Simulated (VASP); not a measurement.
Set up this calculation in VASP 6.6.1, as the native input.

- Task: single point
- Functional: PBE
- Potentials or basis: VASP PAW PBE potentials, release 64 (Cd, S)
- Cutoff: 520 eV
- k mesh: 8 × 8 × 8
- Occupations: gaussian, width 0.02 eV
- Spin: no spin polarisation
- Dipole correction: no
- Further INCAR settings: ALGO = Normal; EDIFF = 1e-07; NBANDS = 36

The structure of CdS lies in POSCAR:

```
CdS
1.0
    0.0000000000      2.9627786867     -2.9627786867
    5.9255573734      0.0000000000      0.0000000000
   -2.9627786867     -5.9255573734     -2.9627786867
Cd S
3 3
Direct
    1.0000000000      0.0000000000      1.0000000000
    0.3333333333      0.3333333333      0.6666666667
    0.6666666667      0.6666666667      0.3333333333
    0.1666666667      0.4166666667      0.3333333333
    0.5000000000      0.7500000000      0.0000000000
    0.8333333333      0.0833333333      0.6666666667
```

These files were run (other wordings do the same):

INCAR

```
PREC = Accurate
ENCUT = 520
EDIFF = 1E-7
ISMEAR = 0
SIGMA = 0.02
LREAL = False
LASPH = True
NELM = 60
ALGO = Normal
ISIF = 2
LWAVE = False
LCHARG = False
GGA = PE
NBANDS = 36
```

KPOINTS

```
Automatic mesh
0
Gamma
  8 8 8
```

Potentials or basis: VASP PAW PBE potentials, release 64 (Cd, S).

Run with:

```bash
$ cat potpaw_PBE.64/Cd/POTCAR potpaw_PBE.64/S/POTCAR > POTCAR
$ mpirun -np 1 vasp_std > vasp.out
```

It gave:

```
Pressure               : 0.3 GPa
Band gap on the k mesh : 1.04 eV
```

Wall time 12 min on 1 thread of Intel(R) Xeon(R) Platinum 8375C CPU @ 2.90GHz (Ice Lake), with other jobs on the host, peak memory 0.56 GiB.
